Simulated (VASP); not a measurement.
MnO:

```xyz
2
Lattice="0.0000 2.2239 2.2239 2.2239 0.0000 2.2239 2.2239 2.2239 0.0000" Properties=species:S:1:pos:R:3 pbc="T T T"
Mn    0.0000    0.0000    0.0000
O     2.2239    2.2239    2.2239
```

Base run:

```yaml
Program: VASP 6.6.1
Functional: r2SCAN
Dispersion: D4
Potentials_or_basis: VASP PAW PBE potentials, release 64 (Mn_pv, O)
Cutoff: 520 eV
k_mesh: 10 × 10 × 10
Occupations: fermi-dirac, width 0.05 eV
Spin: collinear spin, ferromagnetic start
Starting_moments: "[4.0, 0.0] μB"
```

Its results: pressure -0.7 GPa; net moment 5.00 μB per cell; site moments Mn +4.54; O +0.23 μB.

**Question.** The run is repeated on the same cell with these changes: functional from r2SCAN to PBE; dispersion from D4 to D3(BJ). What comes out?

**Answer.** Pressure 272.2 GPa; net moment 4.79 μB per cell; site moments Mn +4.35; O +0.20 μB.

Several settings changed at once.

Caveats: a cell with one magnetic atom can't hold antiferromagnetic order, which such compounds often take; the PAW data sets were made with another functional, which shifts forces and pressure a little (at least some runs); the cell stands under pressure (at least some runs).
